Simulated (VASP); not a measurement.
# MgCd5 (P-62m) in VASP: further runs

The runs below take MgCd5 through single point, relaxation of cell and atoms, with LDA.

Everything below comes from runs of VASP 6.6.1. Logs are shortened: lines on timing, memory, paths and dates and some standing lists are left out, and cuts for length are marked.

## (1) The cell of the first run

Symmetry: P-62m, No. 189, hexagonal system. Conventional cell: a = 5.064 Å, b = 5.064 Å, c = 5.387 Å, α = 90.00°, β = 90.00°, γ = 120.00°. Mg (site symmetry -62m) has 12 Cd at 2.92 to 3.18 Å within 3.9 Å. Cd (site symmetry m2m) has 10 Cd at 2.92 to 3.18 Å and 2 Mg at 3.18 Å within 3.8 Å. Within 3.9 Å of Cd (site symmetry -6) lie 3 Mg at 2.92 Å and 9 Cd at 2.92 to 3.18 Å.

## (2) Single point, LDA

INCAR reads:

```
SYSTEM = MgCd5
ALGO = Normal ; EDIFF = 1E-6
ENCUT = 520 ; GGA = CA
ISIF = 2 ; ISMEAR = 1
LASPH = .TRUE. ; LCHARG = .TRUE.
LELF = .TRUE. ; LREAL = .FALSE.
LVHAR = .TRUE. ; LWAVE = .FALSE.
NBANDS = 40 ; NELM = 60
PREC = Accurate ; SIGMA = 0.1
```

KPOINTS reads:

```
k-points
0
G
  6 6 5
  0 0 0
```

POSCAR reads:

```
MgCd5
1.0
    5.0639398656      0.0000000000      0.0000000000
   -2.5319699328      4.3855005669      0.0000000000
    0.0000000000      0.0000000000      5.3874413673
Mg Cd
1 5
Direct
    0.0000000000      0.0000000000      0.5000000000
    0.0000000000      0.3341110918      0.0000000000
    0.6658889082      0.6658889082      0.0000000000
    0.3341110918      0.0000000000      0.0000000000
    0.6666666667      0.3333333333      0.5000000000
    0.3333333333      0.6666666667      0.5000000000
```

Potentials or basis: VASP PAW LDA potentials, release 64 (Mg, Cd).

Launch:

```console
> cat potpaw_LDA.64/Mg/POTCAR potpaw_LDA.64/Cd/POTCAR > POTCAR
> mpirun -np 1 vasp_std > vasp.out
```

OUTCAR:

```text
SYSTEM = MgCd5
   EDIFF = 1E-6
   ENCUT = 520
   GGA = CA
   ISIF = 2
   ISMEAR = 1
   LASPH = .TRUE.
   LREAL = .FALSE.
   NELM = 60
   PREC = Accurate

 ion  position               nearest neighbor table
   1  0.000  0.000  0.500-   5 2.92   6 2.92   5 2.92   6 2.92   5 2.92   6 2.92   4 3.18   4 3.18
                             3 3.18   3 3.18   2 3.18   2 3.18
   2  0.000  0.334  0.000-   3 2.92   3 2.92   4 2.92   4 2.92   4 2.93   3 2.93   5 3.18   5 3.18
                             6 3.18   6 3.18   1 3.18   1 3.18
   3  0.666  0.666  0.000-   2 2.92   2 2.92   4 2.92   4 2.92   4 2.93   2 2.93   6 3.18   6 3.18
                             5 3.18   5 3.18   1 3.18   1 3.18
   4  0.334  0.000  0.000-   2 2.92   3 2.92   3 2.92   2 2.92   2 2.93   3 2.93   6 3.18   6 3.18
                             5 3.18   5 3.18   1 3.18   1 3.18
   5  0.667  0.333  0.500-   6 2.92   1 2.92   6 2.92   1 2.92   1 2.92   6 2.92   2 3.18   2 3.18
                             4 3.18   4 3.18   3 3.18   3 3.18
   6  0.333  0.667  0.500-   5 2.92   1 2.92   5 2.92   1 2.92   1 2.92   5 2.92   4 3.18   4 3.18
                             2 3.18   2 3.18   3 3.18   3 3.18

  LATTYP: Found a hexagonal cell.
 ALAT       =     5.0639398656
 C/A-ratio  =     1.0638833616

  Lattice vectors:

 A1 = (   5.0639398656,   0.0000000000,   0.0000000000)
 A2 = (  -2.5319699328,   4.3855005669,   0.0000000000)
 A3 = (   0.0000000000,   0.0000000000,   5.3874413673)

Analysis of symmetry for initial positions (statically):
=====================================================================
 Subroutine PRICEL returns:
 Original cell was already a primitive cell.

 Routine SETGRP: Setting up the symmetry group for a
 hexagonal supercell.

 Subroutine GETGRP returns: Found 12 space group operations
 (whereof 12 operations were pure point group operations)
 out of a pool of 24 trial point group operations.

The static configuration has the point symmetry D_3h.

Analysis of symmetry for dynamics (positions and initial velocities):
=====================================================================
 Subroutine PRICEL returns:
 Original cell was already a primitive cell.

 Routine SETGRP: Setting up the symmetry group for a
 hexagonal supercell.

 Subroutine GETGRP returns: Found 12 space group operations
 (whereof 12 operations were pure point group operations)
 out of a pool of 24 trial point group operations.

The dynamic configuration has the point symmetry D_3h.

 Subroutine INISYM returns: Found 12 space group operations
 (whereof 12 operations are pure point group operations),
 and found     1 'primitive' translations

----------------------------------------------------------------------------------------

                                     Primitive cell

  volume of cell :     119.6438

  direct lattice vectors                    reciprocal lattice vectors
     5.063939866  0.000000000  0.000000000     0.197474699  0.114012071  0.000000000
    -2.531969933  4.385500567  0.000000000     0.000000000  0.228024141  0.000000000
     0.000000000  0.000000000  5.387441367     0.000000000  0.000000000  0.185616869

  length of vectors
     5.063939866  5.063939866  5.387441367     0.228024141  0.228024141  0.185616869

  position of ions in fractional coordinates (direct lattice)
     0.000000000  0.000000000  0.500000000
     0.000000000  0.334111092  0.000000000
     0.665888908  0.665888908  0.000000000
     0.334111092  0.000000000  0.000000000
     0.666666667  0.333333333  0.500000000
     0.333333333  0.666666667  0.500000000

  ion indices of the primitive-cell ions
   primitive index   ion index
                 1           1
                 2           2
                 3           3
                 4           4
                 5           5
                 6           6

----------------------------------------------------------------------------------------

 KPOINTS: k-points

Automatic generation of k-mesh.
 Grid dimensions read from file:
 generate k-points for:    6    6    5

 Generating k-lattice:

  Cartesian coordinates                     Fractional coordinates (reciprocal lattice)
     0.032912450  0.019002012  0.000000000     0.166666667  0.000000000  0.000000000
     0.000000000  0.038004024  0.000000000     0.000000000  0.166666667  0.000000000
     0.000000000  0.000000000  0.037123374     0.000000000  0.000000000  0.200000000

  Length of vectors
     0.038004024  0.038004024  0.037123374

  Shift w.r.t. Gamma in fractional coordinates (k-lattice)
     0.000000000  0.000000000  0.000000000

 Subroutine IBZKPT returns following result:
 ===========================================

 Found     21 irreducible k-points:

 Following reciprocal coordinates:
            Coordinates               Weight
  0.000000  0.000000  0.000000      1.000000
  0.166667  0.000000  0.000000      6.000000
  0.333333  0.000000  0.000000      6.000000
  0.500000  0.000000  0.000000      3.000000
  0.166667  0.166667  0.000000      6.000000
  0.333333  0.166667  0.000000     12.000000
[... 13 lines left out ...]
  0.333333  0.166667  0.400000     24.000000
  0.333333  0.333333  0.400000      4.000000
   k-points           NKPTS =     21   k-points in BZ     NKDIM =     21   number of bands    NBANDS=     40
   number of dos      NEDOS =    301   number of ions     NIONS =      6
   total plane-waves  NPLWV =  64000
   dimension x,y,z NGX =    40 NGY =   40 NGZ =   40
   dimension x,y,z NGXF=    80 NGYF=   80 NGZF=   80
   ions per type =               1   5
   NGX,Y,Z   is equivalent  to a cutoff of  13.13, 13.13, 12.34 a.u.
   NGXF,Y,Z  is equivalent  to a cutoff of  26.26, 26.26, 24.69 a.u.
 SYSTEM =  MgCd5
   PREC   = accura    normal or accurate (medium, high low for compatibility)
   ISTART =      0    job   : 0-new  1-cont  2-samecut
   ICHARG =      2    charge: 1-file 2-atom 10-const
   ISPIN  =      1    spin polarized calculation?
   LNONCOLLINEAR =      F non collinear calculations
   LSORBIT =      F    spin-orbit coupling
   LASPH  =      T    aspherical Exc in radial PAW
   ENCUT  =  520.0 eV  38.22 Ry    6.18 a.u.   9.42  9.42 10.02*2*pi/ulx,y,z
   NELM   =     60;   NELMIN=  2; NELMDL= -5     # of ELM steps
   EDIFF  = 0.1E-05   stopping-criterion for ELM
   LREAL  =      F    real-space projection
   EDIFFG = 0.1E-04   stopping-criterion for IOM
   NSW    =      0    number of steps for IOM
   IBRION =     -1    ionic relax: 0-MD 1-quasi-New 2-CG
   NFREE  =      0    steps in history (QN), initial steepest desc. (CG)
   ISIF   =      2    stress and relaxation
   ISYM   =      2    0-nonsym 1-usesym 2-fastsym
   POTIM  = 0.5000    time-step for ionic-motion
   TEBEG  =    0.0;   TEEND  =   0.0 temperature during run
   PSTRESS=    0.0 pullay stress
   NELECT =      62.0000    total number of electrons
   NUPDOWN=      -1.0000    fix difference up-down
   EMIN   =  10.00;   EMAX   =-10.00  energy-range for DOS
   EFERMI =   0.00;   METHOD = LEGACY
   ISMEAR =     1;   SIGMA  =   0.10  broadening in eV -4-tet -1-fermi 0-gaus
   EFERMI_NEDOS =   21; number of points for ismear=-14 and -15
   IALGO  =     38    algorithm
   IMIX   =      4    mixing-type and parameters
     AMIX     =   0.40;   BMIX     =  1.00
     AMIX_MAG =   1.60;   BMIX_MAG =  1.00
  volume/ion in A,a.u.               =      19.94       134.57
  Fermi-wavevector in a.u.,A,eV,Ry     =   1.314948  2.484892 23.525680  1.729089
  Thomas-Fermi vector in A             =   2.445165
   LORBIT       =      0    0 simple, 1 ext, 2 COOP (PROOUT), +10 PAW based schemes
   GGA     = CA    functional components
   LHFCALC =     F    Hartree Fock is set to
   AEXX    =    0.0000 exact exchange contribution
   IVDW    =     0    specifies the selected vdW correction
   LEPSILON=     F    determine dielectric tensor
   LRPA    =     F    only Hartree local field effects (RPA)
 non-spin polarized calculation
 Methfessel and Paxton  Order N= 1 SIGMA  =   0.10
  energy-cutoff  :      520.00
  volume of cell :      119.64
 maximum number of plane-waves:      3248
 NGX is ok and might be reduce to    40
   NGX = 19   NGY = 19   NGZ = 21

 number of electron      61.9999985 magnetization

 Free energy of the ion-electron system (eV)
  ---------------------------------------------------
  ext. energy  EPLUGINS =         0.00000000
  ---------------------------------------------------
  free energy    TOTEN  =        -9.90978888 eV

  energy without entropy =       -9.90979299  energy(sigma->0) =       -9.90979025

 E-fermi :   3.4343     XC(G=0): -11.3557

 val. band max:        3.3963454980   @ k =   0.3333   0.1667   0.0000
 cond. band min:       3.5037248761   @ k =   0.5000   0.0000   0.4000
 fundamental gap:      0.1073793781
 Fermi energy:         3.4343367024

 k-point     1 :       0.0000    0.0000    0.0000
  band No.  band energies     occupation
      1      -6.7339      2.00000
      2      -6.3306      2.00000
      3      -6.3306      2.00000
      4      -6.2240      2.00000
      5      -6.0811      2.00000
      6      -6.0615      2.00000
[... 32 lines left out ...]
     39       8.6212      0.00000
     40       8.6212      0.00000

 k-point     2 :       0.1667    0.0000    0.0000
  band No.  band energies     occupation
      1      -6.6303      2.00000
      2      -6.3962      2.00000
      3      -6.3682      2.00000
      4      -6.3251      2.00000
      5      -6.2692      2.00000
      6      -6.1609      2.00000
[... 32 lines left out ...]
     39       7.8559      0.00000
     40       8.9851      0.00000

 k-point     3 :       0.3333    0.0000    0.0000
  band No.  band energies     occupation
      1      -6.7436      2.00000
      2      -6.4386      2.00000
      3      -6.4275      2.00000
      4      -6.3369      2.00000
      5      -6.2866      2.00000
      6      -6.2538      2.00000
[... 32 lines left out ...]
     39       8.6164      0.00000
     40       9.5777      0.00000

 k-point     4 :       0.5000    0.0000    0.0000
  band No.  band energies     occupation
      1      -6.8818      2.00000
      2      -6.4533      2.00000
      3      -6.3843      2.00000
      4      -6.3624      2.00000
      5      -6.3151      2.00000
      6      -6.2751      2.00000
[... 32 lines left out ...]
     39       9.6167      0.00000
     40       9.8590      0.00000
[... 643 lines left out ...]
     39       9.7987      0.00000
     40      10.0008      0.00000

 k-point    20 :       0.3333    0.1667    0.4000
  band No.  band energies     occupation
      1      -6.7678      2.00000
      2      -6.5514      2.00000
      3      -6.5105      2.00000
      4      -6.4884      2.00000
      5      -6.4053      2.00000
      6      -6.2905      2.00000
[... 32 lines left out ...]
     39      10.1786      0.00000
     40      10.8578      0.00000

 k-point    21 :       0.3333    0.3333    0.4000
  band No.  band energies     occupation
      1      -6.6875      2.00000
      2      -6.6875      2.00000
      3      -6.6814      2.00000
      4      -6.5064      2.00000
      5      -6.3697      2.00000
      6      -6.3697      2.00000
[... 32 lines left out ...]
     39       8.9335      0.00000
     40       9.5049      0.00000

------------------------ aborting loop because EDIFF is reached ----------------------------------------

  FORCE on cell =-STRESS in cart. coord.  units (eV):
  Direction    XX          YY          ZZ          XY          YZ          ZX
  --------------------------------------------------------------------------------------
  -------------------------------------------------------------------------------------
  Total        0.0247246      0.0247246     -0.2272814      0.0000000      0.0000000      0.0000000
  in kB        0.3310929      0.3310929     -3.0435762      0.0000000      0.0000000      0.0000000
  external PRESSURE =      -0.7937968 kB  Pullay stress =       0.0000000 kB

 VOLUME and BASIS-vectors are now :
 -----------------------------------------------------------------------------
  energy-cutoff  :      520.00
  volume of cell :      119.64
      direct lattice vectors                 reciprocal lattice vectors
     5.063939866  0.000000000  0.000000000     0.197474699  0.114012071  0.000000000
    -2.531969933  4.385500567  0.000000000     0.000000000  0.228024141  0.000000000
     0.000000000  0.000000000  5.387441367     0.000000000  0.000000000  0.185616869

 POSITION                                       TOTAL-FORCE (eV/Angst)
 -----------------------------------------------------------------------------------
      0.00000      0.00000      2.69372        -0.000000      0.000000      0.000000
     -0.84596      1.46524      0.00000        -0.003297      0.005711      0.000000
      1.68601      2.92026      0.00000        -0.003297     -0.005711      0.000000
      1.69192      0.00000      0.00000         0.006594      0.000000      0.000000
      2.53197      1.46183      2.69372        -0.000000      0.000000      0.000000
     -0.00000      2.92367      2.69372        -0.000000      0.000000      0.000000
 -----------------------------------------------------------------------------------
    total drift:                               -0.000000     -0.000000      0.000000

  FREE ENERGIE OF THE ION-ELECTRON SYSTEM (eV)
  ---------------------------------------------------
  free  energy   TOTEN  =        -9.9097888787 eV

  energy  without entropy=       -9.9097929878  energy(sigma->0) =       -9.90979025
```

It took 35 s on 1 thread of Intel Xeon 6975P-C (Granite Rapids), shared host; peak memory 0.24 GiB.

Results:

```yaml
Free_energy: -9.9098 eV
Pressure: -0.1 GPa
Largest_force: 0.007 eV/Å
Band_gap_on_the_k_mesh: zero (bands 31 and 32 overlap by 1.54 eV)
```

Forces on the atoms (eV/Å):
```
Mg   0.000  0.000  0.000
Cd  -0.003  0.006  0.000
Cd  -0.003 -0.006  0.000
Cd   0.007  0.000  0.000
Cd   0.000  0.000  0.000
Cd   0.000  0.000  0.000
```

Levels at points of the mesh, in eV from the Fermi level:
```csv
k point,band 29,band 30,band 31,band 32,band 33,band 34
"(0.00, 0.00, 0.00)",-0.49,-0.49,-0.12,0.19,0.19,0.29
"(0.50, 0.00, 0.00)",-2.21,-1.30,-1.03,-0.76,-0.27,2.23
```

[end of part 1 of 2]
